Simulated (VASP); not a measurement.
# GaSb3 (Pm-3m) in VASP: a series of runs

GaSb3 is run at these levels: r2SCAN; tasks: single point.

All numbers are computed with VASP 6.6.1; they aren't measurements. Logs are shortened: lines on timing, memory, paths and dates and some standing lists are left out, and cuts for length are marked.

## Step 1: The cell of the first run

The structure is cubic, space group Pm-3m (No. 221). The conventional cell has a = 4.684 Å, b = 4.684 Å, c = 4.684 Å, α = 90.00°, β = 90.00°, γ = 90.00°. Within 4.4 Å of Ga (site symmetry m-3m) lie 12 Sb at 3.31 Å. Sb (site symmetry 4/mmm) has 4 Ga at 3.31 Å and 8 Sb at 3.31 Å within 4.4 Å.

## Step 2: Single point, r2SCAN

Contents of POSCAR:

```
GaSb3
1.0
    4.6839160343      0.0000000000      0.0000000000
    0.0000000000      4.6839160343      0.0000000000
    0.0000000000      0.0000000000      4.6839160343
Ga Sb
1 3
Direct
    0.0000000000      0.0000000000      0.0000000000
    0.0000000000      0.5000000000      0.5000000000
    0.5000000000      0.0000000000      0.5000000000
    0.5000000000      0.5000000000      0.0000000000
```

Contents of INCAR.step1:

```
PREC = Accurate
ENCUT = 520
ISMEAR = 0
SIGMA = 0.1
LREAL = False
LASPH = True
NELM = 60
NBANDS = 22
GGA = PE
ALGO = Normal
EDIFF = 1E-4
LWAVE = True
LCHARG = False
```

Contents of INCAR.step2:

```
PREC = Accurate
ENCUT = 520
EDIFF = 1E-6
ISMEAR = 0
SIGMA = 0.1
LREAL = False
LASPH = True
NELM = 60
ALGO = Normal
ISIF = 2
LWAVE = False
LCHARG = False
METAGGA = R2SCAN
LMIXTAU = True
NBANDS = 22
ISTART = 1
```

Contents of KPOINTS:

```
regular mesh
0
Gamma
  4 4 4
```

Potentials or basis: VASP PAW PBE potentials, release 64 (Ga_d, Sb).

Launch:

```console
cat potpaw_PBE.64/Ga_d/POTCAR potpaw_PBE.64/Sb/POTCAR > POTCAR
cp INCAR.step1 INCAR
mpirun -np 1 vasp_std > vasp.out
cp INCAR.step2 INCAR
mpirun -np 1 vasp_std > vasp.out
```

OUTCAR:

```text
PREC = Accurate
   ENCUT = 520
   EDIFF = 1E-6
   ISMEAR = 0
   LREAL = False
   LASPH = True
   NELM = 60
   ISIF = 2
   METAGGA = R2SCAN
   ISTART = 1

 ion  position               nearest neighbor table
   1  0.000  0.000  0.000-   2 3.31   3 3.31   4 3.31   2 3.31   3 3.31   2 3.31   4 3.31   2 3.31
                             3 3.31   4 3.31   3 3.31   4 3.31
   2  0.000  0.500  0.500-   1 3.31   3 3.31   4 3.31   1 3.31   4 3.31   1 3.31   3 3.31   1 3.31
                             3 3.31   4 3.31   4 3.31   3 3.31
   3  0.500  0.000  0.500-   1 3.31   2 3.31   4 3.31   1 3.31   4 3.31   2 3.31   4 3.31   4 3.31
                             1 3.31   2 3.31   1 3.31   2 3.31
   4  0.500  0.500  0.000-   1 3.31   2 3.31   3 3.31   2 3.31   3 3.31   1 3.31   3 3.31   3 3.31
                             1 3.31   2 3.31   2 3.31   1 3.31

  LATTYP: Found a simple cubic cell.
 ALAT       =     4.6839160343

  Lattice vectors:

 A1 = (   4.6839160343,   0.0000000000,   0.0000000000)
 A2 = (   0.0000000000,   4.6839160343,   0.0000000000)
 A3 = (   0.0000000000,   0.0000000000,   4.6839160343)

Analysis of symmetry for initial positions (statically):
=====================================================================
 Subroutine PRICEL returns:
 Original cell was already a primitive cell.

 Routine SETGRP: Setting up the symmetry group for a
 simple cubic supercell.

 Subroutine GETGRP returns: Found 48 space group operations
 (whereof 48 operations were pure point group operations)
 out of a pool of 48 trial point group operations.

The static configuration has the point symmetry O_h .

Analysis of symmetry for dynamics (positions and initial velocities):
=====================================================================
 Subroutine PRICEL returns:
 Original cell was already a primitive cell.

 Routine SETGRP: Setting up the symmetry group for a
 simple cubic supercell.

 Subroutine GETGRP returns: Found 48 space group operations
 (whereof 48 operations were pure point group operations)
 out of a pool of 48 trial point group operations.

The dynamic configuration has the point symmetry O_h .

 Subroutine INISYM returns: Found 48 space group operations
 (whereof 48 operations are pure point group operations),
 and found     1 'primitive' translations

[... 82 lines left out ...]
   NELM   =     60;   NELMIN=  2; NELMDL=  0     # of ELM steps
   EDIFF  = 0.1E-05   stopping-criterion for ELM
   LREAL  =      F    real-space projection
   EDIFFG = 0.1E-04   stopping-criterion for IOM
   NSW    =      0    number of steps for IOM
   IBRION =     -1    ionic relax: 0-MD 1-quasi-New 2-CG
   NFREE  =      0    steps in history (QN), initial steepest desc. (CG)
   ISIF   =      2    stress and relaxation
   ISYM   =      2    0-nonsym 1-usesym 2-fastsym
   POTIM  = 0.5000    time-step for ionic-motion
   TEBEG  =    0.0;   TEEND  =   0.0 temperature during run
   PSTRESS=    0.0 pullay stress
   NELECT =      28.0000    total number of electrons
   NUPDOWN=      -1.0000    fix difference up-down
   EMIN   =  10.00;   EMAX   =-10.00  energy-range for DOS
   EFERMI =   0.00;   METHOD = LEGACY
   ISMEAR =     0;   SIGMA  =   0.10  broadening in eV -4-tet -1-fermi 0-gaus
   EFERMI_NEDOS =   21; number of points for ismear=-14 and -15
   IALGO  =     38    algorithm
   IMIX   =      4    mixing-type and parameters
     AMIX     =   0.40;   BMIX     =  1.00
     AMIX_MAG =   1.60;   BMIX_MAG =  1.00
  volume/ion in A,a.u.               =      25.69       173.37
  Fermi-wavevector in a.u.,A,eV,Ry     =   1.061333  2.005629 15.325985  1.126428
  Thomas-Fermi vector in A             =   2.196746
   LORBIT       =      0    0 simple, 1 ext, 2 COOP (PROOUT), +10 PAW based schemes
   METAGGA = R2SCAN    functional components
   LHFCALC =     F    Hartree Fock is set to
   AEXX    =    0.0000 exact exchange contribution
   IVDW    =     0    specifies the selected vdW correction
   LEPSILON=     F    determine dielectric tensor
   LRPA    =     F    only Hartree local field effects (RPA)
 non-spin polarized calculation
 Gauss-broadening in eV      SIGMA  =   0.10
  energy-cutoff  :      520.00
  volume of cell :      102.76
 maximum number of plane-waves:      2800
 NGX is ok and might be reduce to    36
   NGX = 17   NGY = 17   NGZ = 17

 number of electron      27.9999986 magnetization

 Free energy of the ion-electron system (eV)
  ---------------------------------------------------
  ext. energy  EPLUGINS =         0.00000000
  ---------------------------------------------------
  free energy    TOTEN  =       -87.05994435 eV

  energy without entropy =      -87.03424404  energy(sigma->0) =      -87.04709419

 E-fermi :   7.5442     XC(G=0): -10.8852

 val. band max:        7.5319441898   @ k =   0.5000   0.2500   0.2500
 cond. band min:       7.5619204242   @ k =   0.5000   0.2500   0.0000
 fundamental gap:      0.0299762344
 Fermi energy:         7.5442325449

 k-point     1 :       0.0000    0.0000    0.0000
  band No.  band energies     occupation
      1      -7.9912      2.00000
      2      -7.9912      2.00000
      3      -7.9868      2.00000
      4      -7.9868      2.00000
      5      -7.9868      2.00000
      6      -5.5952      2.00000
[... 239 lines left out ...]
     21      13.7664      0.00000
     22      17.0494      0.00000

------------------------ aborting loop because EDIFF is reached ----------------------------------------

  FORCE on cell =-STRESS in cart. coord.  units (eV):
  Direction    XX          YY          ZZ          XY          YZ          ZX
  --------------------------------------------------------------------------------------
  -------------------------------------------------------------------------------------
  Total        0.3801602      0.3801602      0.3801602      0.0000000      0.0000000      0.0000000
  in kB        5.9272043      5.9272043      5.9272043      0.0000000      0.0000000      0.0000000
  external PRESSURE =       5.9272043 kB  Pullay stress =       0.0000000 kB

 VOLUME and BASIS-vectors are now :
 -----------------------------------------------------------------------------
  energy-cutoff  :      520.00
  volume of cell :      102.76
      direct lattice vectors                 reciprocal lattice vectors
     4.683916034  0.000000000  0.000000000     0.213496568  0.000000000  0.000000000
     0.000000000  4.683916034  0.000000000     0.000000000  0.213496568  0.000000000
     0.000000000  0.000000000  4.683916034     0.000000000  0.000000000  0.213496568

 POSITION                                       TOTAL-FORCE (eV/Angst)
 -----------------------------------------------------------------------------------
      0.00000      0.00000      0.00000         0.000000      0.000000      0.000000
      0.00000      2.34196      2.34196         0.000000      0.000000      0.000000
      2.34196      0.00000      2.34196         0.000000      0.000000      0.000000
      2.34196      2.34196      0.00000         0.000000      0.000000      0.000000
 -----------------------------------------------------------------------------------
    total drift:                                0.000000     -0.000000     -0.000000

  FREE ENERGIE OF THE ION-ELECTRON SYSTEM (eV)
  ---------------------------------------------------
  free  energy   TOTEN  =       -87.0599443467 eV

  energy  without entropy=      -87.0342440431  energy(sigma->0) =      -87.04709419
```

OUTCAR.step1:

```text
PREC = Accurate
   ENCUT = 520
   ISMEAR = 0
   LREAL = False
   LASPH = True
[... 465 lines left out ...]
      0.00000      0.00000      0.00000         0.000000      0.000000      0.000000
      0.00000      2.34196      2.34196         0.000000      0.000000      0.000000
      2.34196      0.00000      2.34196         0.000000      0.000000      0.000000
      2.34196      2.34196      0.00000         0.000000      0.000000      0.000000
 -----------------------------------------------------------------------------------
    total drift:                                0.000000     -0.000000     -0.000000

  FREE ENERGIE OF THE ION-ELECTRON SYSTEM (eV)
  ---------------------------------------------------
  free  energy   TOTEN  =       -14.4343399449 eV

  energy  without entropy=      -14.4082988690  energy(sigma->0) =      -14.42131941
```

Run time: 42 s. Hardware: 1 thread of Intel Xeon Platinum 8488C (Sapphire Rapids), shared host; peak memory 0.22 GiB.

Results:

| Property | Result |
| --- | --- |
| Free energy | -87.0599 eV |
| Pressure | 0.6 GPa |
| Band gap on the k mesh | zero (band 14 reaches 11.76 eV, above the bottom of band 15 at 6.35 eV) |

Levels at points of the mesh, in eV from the Fermi level:
| k point | band 12 | band 13 | band 14 | band 15 | band 16 | band 17 |
| --- | --- | --- | --- | --- | --- | --- |
| (0.00, 0.00, 0.00) | -4.40 | 0.77 | 0.77 | 0.77 | 1.86 | 1.86 |
| (0.50, 0.00, 0.00) | -2.26 | -2.26 | -1.11 | -0.81 | 2.04 | 2.63 |
| (0.50, 0.50, 0.00) | -1.42 | -1.42 | -1.20 | -1.20 | -1.10 | 0.89 |
| (0.50, 0.50, 0.50) | -5.41 | -5.41 | 4.21 | 4.21 | 4.51 | 4.51 |

Caveat: the PAW data sets were made with another functional, which shifts forces and pressure a little; spin-orbit coupling is left out, which moves the levels of the heavy elements.

## Step 3: Single point, r2SCAN

This run uses another cell than the first one, of 25.89 Å³/atom, 1.008 times its volume.

Contents of POSCAR:

```
GaSb3
1.0
    4.6960872315      0.0000000000      0.0000000000
    0.0000000000      4.6960872315      0.0000000000
    0.0000000000      0.0000000000      4.6960872315
Ga Sb
1 3
Direct
    0.0000000000      0.0000000000      0.0000000000
    0.0000000000      0.5000000000      0.5000000000
    0.5000000000      0.0000000000      0.5000000000
    0.5000000000      0.5000000000      0.0000000000
```

Contents of INCAR.step1:

```
SYSTEM = GaSb3
PREC     = Accurate       ! precision mode
ENCUT    = 520            ! plane-wave cutoff, eV
ISMEAR   = 0              ! smearing method
SIGMA    = 0.1            ! smearing width, eV
LREAL    = .FALSE.        ! projectors in reciprocal space
LASPH    = .TRUE.         ! aspherical terms in the spheres
NELM     = 80             ! most SCF steps
NBANDS   = 22             ! bands
GGA      = PE             ! functional
ALGO     = Normal         ! electronic algorithm
EDIFF    = 1E-4           ! SCF threshold, eV
LWAVE    = .TRUE.         ! write WAVECAR
LCHARG   = .FALSE.        ! write CHGCAR
```

Contents of INCAR.step2:

```
SYSTEM = GaSb3
PREC     = Accurate       ! precision mode
ENCUT    = 520            ! plane-wave cutoff, eV
EDIFF    = 1E-7           ! SCF threshold, eV
ISMEAR   = 0              ! smearing method
SIGMA    = 0.1            ! smearing width, eV
LREAL    = .FALSE.        ! projectors in reciprocal space
LASPH    = .TRUE.         ! aspherical terms in the spheres
NELM     = 80             ! most SCF steps
ALGO     = Normal         ! electronic algorithm
ISIF     = 2              ! what is computed and relaxed
LWAVE    = .FALSE.        ! write WAVECAR
LCHARG   = .TRUE.         ! write CHGCAR
METAGGA  = R2SCAN         ! meta-GGA
LMIXTAU  = .TRUE.       
LELF     = .TRUE.         ! ELF
LVHAR    = .TRUE.       
NBANDS   = 22             ! bands
ISTART   = 1
```

Contents of KPOINTS:

```
regular mesh
0
G
  10 10 10
  0 0 0
```

Potentials or basis: VASP PAW PBE potentials, release 64 (Ga_d, Sb).

Launch:

```console
cat potpaw_PBE.64/Ga_d/POTCAR potpaw_PBE.64/Sb/POTCAR > POTCAR
cp INCAR.step1 INCAR
mpirun -np 1 vasp_std > vasp.out
cp INCAR.step2 INCAR
mpirun -np 1 vasp_std > vasp.out
```

Run time: 3.1 min. Hardware: 1 thread of Intel Xeon Platinum 8488C (Sapphire Rapids), shared host; peak memory 0.29 GiB.

It converged, with:

| Property | Result |
| --- | --- |
| Free energy | -87.1657 eV |
| Pressure | 0.0 GPa |
| Band gap on the k mesh | zero (band 14 reaches 11.61 eV, above the bottom of band 15 at 6.25 eV) |

Levels at points of the mesh, in eV from the Fermi level:
```csv
k point,band 10,band 11,band 12,band 13,band 14,band 15,band 16,band 17,band 18,band 19
"(0.00, 0.00, 0.00)",-4.75,-4.75,-4.39,0.71,0.71,0.71,1.83,1.83,1.83,5.17
"(0.50, 0.00, 0.00)",-3.29,-3.29,-2.27,-2.27,-1.15,-0.83,1.96,2.56,2.56,2.78
"(0.50, 0.50, 0.00)",-2.48,-1.51,-1.46,-1.46,-1.23,-1.23,-1.12,0.89,3.84,4.15
"(0.50, 0.50, 0.50)",-5.69,-5.40,-5.40,-5.40,4.13,4.13,4.40,4.40,4.40,6.18
```

Caveat: the PAW data sets were made with another functional, which shifts forces and pressure a little; spin-orbit coupling is left out, which moves the levels of the heavy elements.
